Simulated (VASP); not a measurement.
The system is ZrH.

```
Zr H
1.0
    -1.64391    1.64391    2.50440
     1.64391   -1.64391    2.50440
     1.64391    1.64391   -2.50440
Zr H
1 1
Cartesian
  0.0000 0.0000 0.0000
  0.0000 1.6439 1.2522
```

* Program: VASP 6.6.1
* Task: relaxation of cell and atoms
* Functional: LDA
* Potentials or basis: VASP PAW LDA potentials, release 64 (Zr_sv, H)
* Cutoff: 600 eV
* k mesh: 18 × 18 × 18
* Occupations: gaussian, width 0.1 eV
* Spin: no spin polarisation

At the start: pressure -6.5 GPa; volume 13.54 Å³/atom.

**Question.** Where does the relaxation end?

**Answer.** Over 11 steps the energy falls by 16.5 meV/atom and the volume is 12.76 Å³/atom (-5.8 %); space group I-4m2 (No. 119, to 0.1 Å) before and after.

The path:
| step | energy change (eV) | largest force (eV/Å) | pressure (GPa) | volume (Å³) |
| --- | --- | --- | --- | --- |
| 1 | 0.0000 | 0.0000 | -6.52 | 27.07 |
| 2 | -0.0263 | 0.0000 | 3.13 | 24.97 |
| 3 | -0.0320 | 0.0000 | 0.01 | 25.57 |
| 4 | -0.0320 | 0.0000 | -0.14 | 25.60 |
| 5 | -0.0321 | 0.0000 | -0.14 | 25.59 |
| 6 | -0.0325 | 0.0000 | -0.13 | 25.58 |
| 7 | -0.0330 | 0.0000 | -0.13 | 25.54 |
| 8 | -0.0330 | 0.0000 | -0.13 | 25.54 |
| 9 | -0.0330 | 0.0000 | -0.13 | 25.54 |
| 10 | -0.0329 | 0.0000 | 0.39 | 25.43 |
| 11 | -0.0330 | 0.0000 | 0.00 | 25.51 |

Final structure:
```
Zr H
1.0
    -1.59846    1.59846    2.49642
     1.59846   -1.59846    2.49642
     1.59846    1.59846   -2.49642
Zr H
1 1
Direct
  0.00000 0.00000 0.00000
  0.75000 0.25000 0.50000
```
